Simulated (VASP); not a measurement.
# Be2Se (P6/mmm) in VASP: notebook

Runs on Be2Se. Level: PBE. Tasks: single point, relaxation of cell and atoms.

Program: VASP 6.6.1. These are calculated values, not measurements. Logs are shortened: lines on timing, memory, paths and dates and some standing lists are left out, and cuts for length are marked.

### 1 The cell of the first run

Symmetry: P6/mmm, No. 191, hexagonal system. The conventional cell has a = 4.384 Å, b = 4.384 Å, c = 2.606 Å, α = 90.00°, β = 90.00°, γ = 120.00°. Be (site symmetry -6m2) has 5 Be at 2.53 to 2.61 Å and 6 Se at 2.85 Å within 3.3 Å. Within 3.4 Å of Se (site symmetry 6/mmm) lie 2 Se at 2.61 Å and 12 Be at 2.85 Å.

The cell was built from a structure type or drawn by symmetry, and may not be a known phase.

### 2 Single point, PBE

The input, INCAR:

```
SYSTEM = Be2Se
  ALGO = Normal
  EDIFF = 1E-7
  ENCUT = 520
  GGA = PE
  ISIF = 2
  ISMEAR = 0
  LASPH = .TRUE.
  LCHARG = .FALSE.
  LREAL = .FALSE.
  LWAVE = .FALSE.
  NBANDS = 12
  NELM = 80
  PREC = Accurate
  SIGMA = 0.1
```

The input, KPOINTS:

```
k-points
0
G
  6 6 6
  0 0 0
```

The input, POSCAR:

```
Be2Se
1.0
    4.3837544700      0.0000000000      0.0000000000
   -2.1918772300      3.7964427300      0.0000000000
    0.0000000000      0.0000000000      2.6061071900
Be Se
2 1
Direct
    0.6666666700      0.3333333300      0.5000000000
    0.3333333300      0.6666666700      0.5000000000
    0.0000000000      0.0000000000      0.0000000000
```

Potentials or basis: VASP PAW PBE potentials, release 64 (Be, Se).

On the command line:

```console
> cat potpaw_PBE.64/Be/POTCAR potpaw_PBE.64/Se/POTCAR > POTCAR
> mpirun -np 1 vasp_std > vasp.out
```

OUTCAR:

```text
SYSTEM = Be2Se
   EDIFF = 1E-7
   ENCUT = 520
   GGA = PE
   ISIF = 2
   ISMEAR = 0
   LASPH = .TRUE.
   LREAL = .FALSE.
   NELM = 80
   PREC = Accurate

 ion  position               nearest neighbor table
   1  0.667  0.333  0.500-
   2  0.333  0.667  0.500-
   3  0.000  0.000  0.000-

  LATTYP: Found a hexagonal cell.
 ALAT       =     4.3837544700
 C/A-ratio  =     0.5944920519

  Lattice vectors:

 A1 = (   4.3837544700,   0.0000000000,   0.0000000000)
 A2 = (  -2.1918772300,   3.7964427300,   0.0000000000)
 A3 = (   0.0000000000,   0.0000000000,   2.6061071900)

Analysis of symmetry for initial positions (statically):
=====================================================================
 Subroutine PRICEL returns:
 Original cell was already a primitive cell.

 Routine SETGRP: Setting up the symmetry group for a
 hexagonal supercell.

 Subroutine GETGRP returns: Found 24 space group operations
 (whereof 24 operations were pure point group operations)
 out of a pool of 24 trial point group operations.

The static configuration has the point symmetry D_6h.

Analysis of symmetry for dynamics (positions and initial velocities):
=====================================================================
 Subroutine PRICEL returns:
 Original cell was already a primitive cell.

 Routine SETGRP: Setting up the symmetry group for a
 hexagonal supercell.

 Subroutine GETGRP returns: Found 24 space group operations
 (whereof 24 operations were pure point group operations)
 out of a pool of 24 trial point group operations.

The dynamic configuration has the point symmetry D_6h.

 Subroutine INISYM returns: Found 24 space group operations
 (whereof 24 operations are pure point group operations),
 and found     1 'primitive' translations

----------------------------------------------------------------------------------------

                                     Primitive cell

  volume of cell :      43.3726

  direct lattice vectors                    reciprocal lattice vectors
     4.383754470  0.000000000  0.000000000     0.228114966  0.131702237  0.000000000
    -2.191877230  3.796442730  0.000000000     0.000000000  0.263404474  0.000000000
     0.000000000  0.000000000  2.606107190     0.000000000  0.000000000  0.383714071

  length of vectors
     4.383754470  4.383754463  2.606107190     0.263404473  0.263404474  0.383714071

  position of ions in fractional coordinates (direct lattice)
     0.666666670  0.333333330  0.500000000
     0.333333330  0.666666670  0.500000000
     0.000000000  0.000000000  0.000000000

  ion indices of the primitive-cell ions
   primitive index   ion index
                 1           1
                 2           2
                 3           3

----------------------------------------------------------------------------------------

 KPOINTS: k-points

Automatic generation of k-mesh.
 Grid dimensions read from file:
 generate k-points for:    6    6    6

 Generating k-lattice:

  Cartesian coordinates                     Fractional coordinates (reciprocal lattice)
     0.038019161  0.021950373  0.000000000     0.166666667  0.000000000  0.000000000
     0.000000000  0.043900746  0.000000000     0.000000000  0.166666667  0.000000000
     0.000000000  0.000000000  0.063952345     0.000000000  0.000000000  0.166666667

  Length of vectors
     0.043900746  0.043900746  0.063952345

  Shift w.r.t. Gamma in fractional coordinates (k-lattice)
     0.000000000  0.000000000  0.000000000

 Subroutine IBZKPT returns following result:
 ===========================================

 Found     28 irreducible k-points:

 Following reciprocal coordinates:
            Coordinates               Weight
  0.000000  0.000000  0.000000      1.000000
  0.166667 -0.000000  0.000000      6.000000
  0.333333  0.000000  0.000000      6.000000
  0.500000 -0.000000  0.000000      3.000000
  0.166667  0.166667  0.000000      6.000000
  0.333333  0.166667  0.000000     12.000000
[... 16 lines left out ...]
  0.166667 -0.000000  0.500000      6.000000
  0.333333  0.000000  0.500000      6.000000
 [... further k-points ...]
   k-points           NKPTS =     28   k-points in BZ     NKDIM =     28   number of bands    NBANDS=     12
   number of dos      NEDOS =    301   number of ions     NIONS =      3
   total plane-waves  NPLWV =  25920
   dimension x,y,z NGX =    36 NGY =   36 NGZ =   20
   dimension x,y,z NGXF=    72 NGYF=   72 NGZF=   40
   ions per type =               2   1
   NGX,Y,Z   is equivalent  to a cutoff of  13.65, 13.65, 12.76 a.u.
   NGXF,Y,Z  is equivalent  to a cutoff of  27.30, 27.30, 25.52 a.u.
 SYSTEM =  Be2Se
   PREC   = accura    normal or accurate (medium, high low for compatibility)
   ISTART =      0    job   : 0-new  1-cont  2-samecut
   ICHARG =      2    charge: 1-file 2-atom 10-const
   ISPIN  =      1    spin polarized calculation?
   LNONCOLLINEAR =      F non collinear calculations
   LSORBIT =      F    spin-orbit coupling
   LASPH  =      T    aspherical Exc in radial PAW
   ENCUT  =  520.0 eV  38.22 Ry    6.18 a.u.   8.15  8.15  4.85*2*pi/ulx,y,z
   NELM   =     80;   NELMIN=  2; NELMDL= -5     # of ELM steps
   EDIFF  = 0.1E-06   stopping-criterion for ELM
   LREAL  =      F    real-space projection
   EDIFFG = 0.1E-05   stopping-criterion for IOM
   NSW    =      0    number of steps for IOM
   IBRION =     -1    ionic relax: 0-MD 1-quasi-New 2-CG
   NFREE  =      0    steps in history (QN), initial steepest desc. (CG)
   ISIF   =      2    stress and relaxation
   ISYM   =      2    0-nonsym 1-usesym 2-fastsym
   POTIM  = 0.5000    time-step for ionic-motion
   TEBEG  =    0.0;   TEEND  =   0.0 temperature during run
   PSTRESS=    0.0 pullay stress
   NELECT =      10.0000    total number of electrons
   NUPDOWN=      -1.0000    fix difference up-down
   EMIN   =  10.00;   EMAX   =-10.00  energy-range for DOS
   EFERMI =   0.00;   METHOD = LEGACY
   ISMEAR =     0;   SIGMA  =   0.10  broadening in eV -4-tet -1-fermi 0-gaus
   EFERMI_NEDOS =   21; number of points for ismear=-14 and -15
   IALGO  =     38    algorithm
   IMIX   =      4    mixing-type and parameters
     AMIX     =   0.40;   BMIX     =  1.00
     AMIX_MAG =   1.60;   BMIX_MAG =  1.00
  volume/ion in A,a.u.               =      14.46        97.56
  Fermi-wavevector in a.u.,A,eV,Ry     =   1.003852  1.897005 13.710849  1.007719
  Thomas-Fermi vector in A             =   2.136430
   LORBIT       =      0    0 simple, 1 ext, 2 COOP (PROOUT), +10 PAW based schemes
   GGA     = PE    functional components
   LHFCALC =     F    Hartree Fock is set to
   AEXX    =    0.0000 exact exchange contribution
   IVDW    =     0    specifies the selected vdW correction
   LEPSILON=     F    determine dielectric tensor
   LRPA    =     F    only Hartree local field effects (RPA)
 non-spin polarized calculation
 Gauss-broadening in eV      SIGMA  =   0.10
  energy-cutoff  :      520.00
  volume of cell :       43.37
 maximum number of plane-waves:      1180
 NGX is ok and might be reduce to    36
   NGX = 17   NGY = 17   NGZ =  9

 number of electron      10.0000000 magnetization

 Free energy of the ion-electron system (eV)
  ---------------------------------------------------
  ext. energy  EPLUGINS =         0.00000000
  ---------------------------------------------------
  free energy    TOTEN  =        -7.85156179 eV

  energy without entropy =       -7.83795305  energy(sigma->0) =       -7.84475742

 E-fermi :   5.5113     XC(G=0):  -9.9850

 val. band max:        5.5099664326   @ k =   0.5000  -0.0000   0.1667
 cond. band min:       5.5588858404   @ k =   0.1667  -0.0000   0.5000
 fundamental gap:      0.0489194078
 Fermi energy:         5.5113263365

 k-point     1 :       0.0000    0.0000    0.0000
  band No.  band energies     occupation
      1     -10.4187      2.00000
      2       0.6901      2.00000
      3       0.6901      2.00000
      4       1.0718      2.00000
      5       4.2189      2.00000
      6       4.2189      2.00000
      7       7.0271      0.00000
      8       8.9737      0.00000
      9      15.2318      0.00000
     10      15.3739      0.00000
     11      15.3739      0.00000
     12      15.4170      0.00000

 k-point     2 :       0.1667   -0.0000    0.0000
  band No.  band energies     occupation
      1     -10.3355      2.00000
      2      -0.9542      2.00000
      3       0.2959      2.00000
      4       2.3428      2.00000
      5       4.3937      2.00000
      6       5.1094      2.00000
      7       8.2029      0.00000
      8       9.0817      0.00000
      9      14.1105      0.00000
     10      14.7066      0.00000
     11      15.2058      0.00000
     12      15.4860      0.00000

 k-point     3 :       0.3333    0.0000    0.0000
  band No.  band energies     occupation
      1     -10.1551      2.00000
      2      -2.2952      2.00000
      3      -0.2515      2.00000
      4       2.2702      2.00000
      5       6.2081      0.00000
      6       7.0859      0.00000
      7       9.3205      0.00000
      8      10.3466      0.00000
      9      12.0285      0.00000
     10      12.7366      0.00000
     11      14.8064      0.00000
     12      15.7984      0.00000
[... 286 lines left out ...]
 k-point    23 :       0.1667   -0.0000    0.5000
  band No.  band energies     occupation
      1      -6.8418      2.00000
      2      -2.3240      2.00000
      3       2.5323      2.00000
      4       3.8983      2.00000
      5       5.5589      0.50121
      6       5.9974      0.00000
      7       6.8506      0.00000
      8       7.2529      0.00000
      9       7.3365      0.00000
     10      10.2660      0.00000
     11      10.6550      0.00000
     12      12.7278      0.00000

 k-point    24 :       0.3333    0.0000    0.5000
  band No.  band energies     occupation
      1      -6.6616      2.00000
      2      -2.0879      2.00000
      3       1.3257      2.00000
      4       3.6608      2.00000
      5       4.1911      2.00000
      6       5.7936      0.00007
      7       6.0753      0.00000
      8       7.1709      0.00000
      9       8.5910      0.00000
     10      12.5253      0.00000
     11      12.6555      0.00000
     12      14.5104      0.00000

 [... further k-points ...]

------------------------ aborting loop because EDIFF is reached ----------------------------------------

  FORCE on cell =-STRESS in cart. coord.  units (eV):
  Direction    XX          YY          ZZ          XY          YZ          ZX
  --------------------------------------------------------------------------------------
  -------------------------------------------------------------------------------------
  Total       -2.3162606     -2.3162606      3.0071992     -0.0000000      0.0000000      0.0000000
  in kB      -85.5623414    -85.5623412    111.0855157     -0.0000001      0.0000000      0.0000000
  external PRESSURE =     -20.0130556 kB  Pullay stress =       0.0000000 kB

 VOLUME and BASIS-vectors are now :
 -----------------------------------------------------------------------------
  energy-cutoff  :      520.00
  volume of cell :       43.37
      direct lattice vectors                 reciprocal lattice vectors
     4.383754470  0.000000000  0.000000000     0.228114966  0.131702237  0.000000000
    -2.191877230  3.796442730  0.000000000     0.000000000  0.263404474  0.000000000
     0.000000000  0.000000000  2.606107190     0.000000000  0.000000000  0.383714071

 POSITION                                       TOTAL-FORCE (eV/Angst)
 -----------------------------------------------------------------------------------
      2.19188      1.26548      1.30305        -0.000000     -0.000000      0.000000
     -0.00000      2.53096      1.30305         0.000000      0.000000     -0.000000
      0.00000      0.00000      0.00000        -0.000000      0.000000     -0.000000
 -----------------------------------------------------------------------------------
    total drift:                               -0.000000      0.000000     -0.000000

  FREE ENERGIE OF THE ION-ELECTRON SYSTEM (eV)
  ---------------------------------------------------
  free  energy   TOTEN  =        -7.8515617900 eV

  energy  without entropy=       -7.8379530492  energy(sigma->0) =       -7.84475742
```

Run time: 6.5 s. Hardware: 1 thread of Intel Xeon 6975P-C (Granite Rapids), shared host; peak memory 0.16 GiB.

Results:

- Free energy: -7.8516 eV
- Pressure: -2.0 GPa
- Band gap on the k mesh: zero (bands 5 and 6 overlap by 3.98 eV)

Stress tensor (GPa, compression positive):
```
-8.56  0.00  0.00
 0.00 -8.56  0.00
 0.00  0.00 11.11
```

Levels at points of the mesh, in eV from the Fermi level:
```tsv
k point	band 1	band 2	band 3	band 4	band 5	band 6	band 7	band 8	band 9	band 10
(0.00, 0.00, 0.00)	-15.93	-4.82	-4.82	-4.44	-1.29	-1.29	1.52	3.46	9.72	9.86
(0.50, 0.00, 0.00)	-15.57	-8.31	-5.98	-3.40	2.63	3.36	3.81	3.94	5.33	7.19
(0.00, 0.00, 0.50)	-12.44	-7.94	-1.48	-1.48	-1.07	1.05	2.22	2.22	2.40	3.36
(0.50, 0.00, 0.50)	-12.08	-7.46	-4.64	-1.96	-1.86	-0.04	0.30	1.64	4.14	7.95
```

Caveat: the k points lie up to 0.40 Å⁻¹ apart, too coarse for converged energies and pressures of a metal.

### 3 Single point, PBE

This run uses another cell than the first one, of 13.30 Å³/atom.

The input, INCAR:

```
PREC = Accurate
ENCUT = 520
EDIFF = 1E-7
ISMEAR = 0
SIGMA = 0.1
LREAL = F
LASPH = T
NELM = 100
ALGO = Normal
ISIF = 2
LWAVE = F
LCHARG = T
GGA = PE
LELF = T
LVHAR = T
NBANDS = 12
```

The input, KPOINTS:

```
regular mesh
0
Gamma
  12 12 14
```

The input, POSCAR:

```
Be2Se
1.0
    3.6634544760     -0.0000000024      0.0000000000
   -1.8317272359      3.1726446431      0.0000000000
    0.0000000000      0.0000000000      3.4337611123
Be Se
2 1
Direct
    0.6666666667      0.3333333333      0.5000000000
    0.3333333333      0.6666666667      0.5000000000
    0.0000000000      0.0000000000      0.0000000000
```

Potentials or basis: VASP PAW PBE potentials, release 64 (Be, Se).

On the command line:

```console
> cat potpaw_PBE.64/Be/POTCAR potpaw_PBE.64/Se/POTCAR > POTCAR
> mpirun -np 1 vasp_std > vasp.out
```

Wall time 26 s (1 thread of Intel Xeon 6975P-C (Granite Rapids), shared host); peak memory 0.21 GiB.

Results (log left out):

```
Free energy            : -9.2107 eV
Pressure               : 0.1 GPa
Band gap on the k mesh : zero (bands 5 and 6 overlap by 4.37 eV)
```

Levels at points of the mesh, in eV from the Fermi level:
| k point | band 1 | band 2 | band 3 | band 4 | band 5 | band 6 | band 7 | band 8 | band 9 | band 10 |
| --- | --- | --- | --- | --- | --- | --- | --- | --- | --- | --- |
| (0.00, 0.00, 0.00) | -15.44 | -3.45 | -2.51 | -2.42 | -2.42 | 0.62 | 0.62 | 4.04 | 6.71 | 6.76 |
| (0.50, 0.00, 0.00) | -14.30 | -8.06 | -4.45 | -1.69 | -1.65 | 2.48 | 3.21 | 3.28 | 4.04 | 6.90 |
| (0.00, 0.00, 0.50) | -14.42 | -8.70 | -1.29 | -1.29 | 1.19 | 1.74 | 1.74 | 3.42 | 4.50 | 4.50 |
| (0.50, 0.00, 0.50) | -13.35 | -6.96 | -6.29 | -3.92 | -2.34 | -0.64 | 1.45 | 2.37 | 8.26 | 10.13 |

### 4 Single point, PBE

This run uses another cell than the first one, of 13.30 Å³/atom.

The input, INCAR:

```
SYSTEM = Be2Se
  ALGO = Normal
  EDIFF = 1E-6
  ENCUT = 520
  GGA = PE
  ISIF = 2
  ISMEAR = 0
  LASPH = .True.
  LCHARG = .False.
  LREAL = .False.
  LWAVE = .False.
  NBANDS = 12
  NELM = 60
  PREC = Accurate
  SIGMA = 0.1
```

The input, KPOINTS:

```
k-points
0
Gamma
  12 12 14
  0 0 0
```

POSCAR is that of step 3.

On the command line:

```console
> cat potpaw_PBE.64/Be/POTCAR potpaw_PBE.64/Se/POTCAR > POTCAR
> mpirun -np 1 vasp_std > vasp.out
```

It took 22 s on 1 thread of Intel Xeon 6975P-C (Granite Rapids), shared host; peak memory 0.21 GiB.

The run converged. Its results:

| Item | Value |
| --- | --- |
| Free energy | -9.2107 eV |
| Pressure | 0.1 GPa |
| Band gap on the k mesh | zero (bands 5 and 6 overlap by 4.37 eV) |

Levels at points of the mesh, in eV from the Fermi level:
```
           k point  band 1  band 2  band 3  band 4  band 5  band 6  band 7  band 8  band 9  band 10
(0.00, 0.00, 0.00)  -15.44   -3.45   -2.51   -2.42   -2.42    0.62    0.62    4.04    6.71     6.76
(0.50, 0.00, 0.00)  -14.30   -8.06   -4.45   -1.69   -1.65    2.48    3.21    3.28    4.04     6.90
(0.00, 0.00, 0.50)  -14.42   -8.70   -1.29   -1.29    1.19    1.74    1.74    3.42    4.50     4.50
(0.50, 0.00, 0.50)  -13.35   -6.96   -6.29   -3.92   -2.34   -0.64    1.45    2.37    8.26    10.13
```

### 5 Single point, PBE

This run uses another cell than the first one, of 13.31 Å³/atom.

The input, INCAR:

```
SYSTEM = Be2Se
PREC = Accurate
ENCUT = 520
EDIFF = 1E-7
ISMEAR = 0
SIGMA = 0.1
LREAL = .FALSE.
LASPH = .TRUE.
NELM = 100
ALGO = Normal
ISIF = 2
LWAVE = .FALSE.
LCHARG = .TRUE.
GGA = PE
LELF = .TRUE.
LVHAR = .TRUE.
NBANDS = 12
```

The input, KPOINTS:

```
regular mesh
0
G
  12 12 18
  0 0 0
```

The input, POSCAR:

```
Be2Se
1.0
    3.6615232246     -0.0000000024      0.0000000000
   -1.8307616102      3.1709721303      0.0000000000
    0.0000000000      0.0000000000      3.4382843979
Be Se
2 1
Direct
    0.6666666667      0.3333333333      0.5000000000
    0.3333333333      0.6666666667      0.5000000000
    0.0000000000      0.0000000000      0.0000000000
```

On the command line:

```console
> cat potpaw_PBE.64/Be/POTCAR potpaw_PBE.64/Se/POTCAR > POTCAR
> mpirun -np 1 vasp_std > vasp.out
```

Run time: 31 s. Hardware: 1 thread of Intel Xeon 6975P-C (Granite Rapids), shared host; peak memory 0.22 GiB.

It converged, with:

```
Free energy            : -9.2120 eV
Pressure               : 0.1 GPa
Band gap on the k mesh : zero (bands 5 and 6 overlap by 4.59 eV)
```

Levels at points of the mesh, in eV from the Fermi level:
```csv
k point,band 2,band 3,band 4,band 5,band 6,band 7,band 8,band 9
"(0.00, 0.00, 0.00)",-3.46,-2.51,-2.40,-2.40,0.64,0.64,4.05,6.71
"(0.50, 0.00, 0.00)",-8.04,-4.43,-1.69,-1.65,2.47,3.20,3.29,4.04
"(0.00, 0.00, 0.50)",-8.69,-1.27,-1.27,1.21,1.75,1.75,3.43,4.52
"(0.50, 0.00, 0.50)",-6.95,-6.28,-3.92,-2.33,-0.63,1.47,2.38,8.28
```

### 6 Relaxation of cell and atoms, PBE

This run uses another cell than the first one, of 13.31 Å³/atom.

The input, INCAR:

```
SYSTEM = Be2Se
PREC = Accurate
ENCUT = 600
EDIFF = 1E-6
ISMEAR = 0
SIGMA = 0.1
LREAL = .False.
LASPH = .True.
NELM = 60
ALGO = Normal
ISIF = 3
LWAVE = .False.
LCHARG = .False.
GGA = PE
IBRION = 2
NSW = 100
EDIFFG = -0.01
```

The input, KPOINTS:

```
Automatic mesh
0
Gamma
  12 12 14
  0 0 0
```

POSCAR is that of step 5.

Potentials or basis: VASP PAW PBE potentials, release 64 (Be, Se).

On the command line:

```console
> cat potpaw_PBE.64/Be/POTCAR potpaw_PBE.64/Se/POTCAR > POTCAR
> mpirun -np 1 vasp_std > vasp.out
```

Wall time 31 s (1 thread of Intel Xeon 6975P-C (Granite Rapids), shared host); peak memory 0.22 GiB.

The run converged. Its results:

```
Free energy                           : -9.2108 eV
Relaxed volume                        : 13.32 Å³/atom
Relaxed cell                          : a = 3.665 Å, b = 3.665 Å, c = 3.436 Å, α = 90.00°, β = 90.00°, γ = 120.00°
Space group after relaxing (to 0.1 Å) : P6/mmm (No. 191)
Energy gained by relaxing             : 0.0 meV/atom
Ionic steps                           : 2
Pressure after relaxing               : 0.0 GPa
Band gap on the k mesh                : zero (bands 5 and 6 overlap by 4.37 eV)
```

Stress tensor (GPa, compression positive):
```
 0.04  0.00  0.00
 0.00  0.04  0.00
 0.00  0.00 -0.05
```

Final structure:
```
CELL_PARAMETERS angstrom
3.66458 0.00000 0.00000
-1.83229 3.17362 0.00000
0.00000 0.00000 3.43644
ATOMIC_POSITIONS crystal
Be 0.66667 0.33333 0.50000
Be 0.33333 0.66667 0.50000
Se 0.00000 0.00000 0.00000
```

Levels at points of the mesh, in eV from the Fermi level:
| k point | band 2 | band 3 | band 4 | band 5 | band 6 | band 7 | band 8 | band 9 |
| --- | --- | --- | --- | --- | --- | --- | --- | --- |
| (0.00, 0.00, 0.00) | -3.45 | -2.51 | -2.42 | -2.42 | 0.62 | 0.62 | 4.05 | 6.70 |
| (0.50, 0.00, 0.00) | -8.05 | -4.44 | -1.69 | -1.65 | 2.47 | 3.20 | 3.28 | 4.03 |
| (0.00, 0.00, 0.50) | -8.69 | -1.29 | -1.29 | 1.19 | 1.74 | 1.74 | 3.41 | 4.50 |
| (0.50, 0.00, 0.50) | -6.95 | -6.28 | -3.92 | -2.34 | -0.64 | 1.46 | 2.37 | 8.25 |

(Part 1 of 2 ends here.)
